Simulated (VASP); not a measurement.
A run of VASP 6.6.1 is set up as follows.

Contents of INCAR:

```
PREC = Accurate ; ENCUT = 600
EDIFF = 1E-6 ; ISMEAR = 0
SIGMA = 0.01 ; LREAL = F
LASPH = T ; NELM = 120
ALGO = Normal ; ISIF = 2
LWAVE = F ; LCHARG = T
LELF = T ; LVHAR = T
NBANDS = 11 ; GGA_COMPAT = F
```

The input KPOINTS:

```
regular mesh
0
Gamma
  8 8 8
```

POSCAR

```
BeTe
1.0
    0.0000000000      2.7700000000      2.7700000000
    2.7700000000      0.0000000000      2.7700000000
    2.7700000000      2.7700000000      0.0000000000
Be Te
1 1
Direct
    0.0000000000      0.0000000000      0.0000000000
    0.7500000000      0.7500000000      0.7500000000
```

Potentials or basis: VASP PAW LDA potentials, release 64 (Be, Te).

The run is started by

```bash
$ cat potpaw_LDA.64/Be/POTCAR potpaw_LDA.64/Te/POTCAR > POTCAR
$ mpirun -np 1 vasp_std > vasp.out
```

**Question.** Predict the pressure.

**Answer.** 0.8 GPa.

**Question.** What does it give for the band gap on the k mesh?

**Answer.** 1.75 eV, indirect (least direct gap 3.54 eV).

Caveat: spin-orbit coupling is left out, which moves the levels of the heavy elements. A k mesh can miss the band edges.
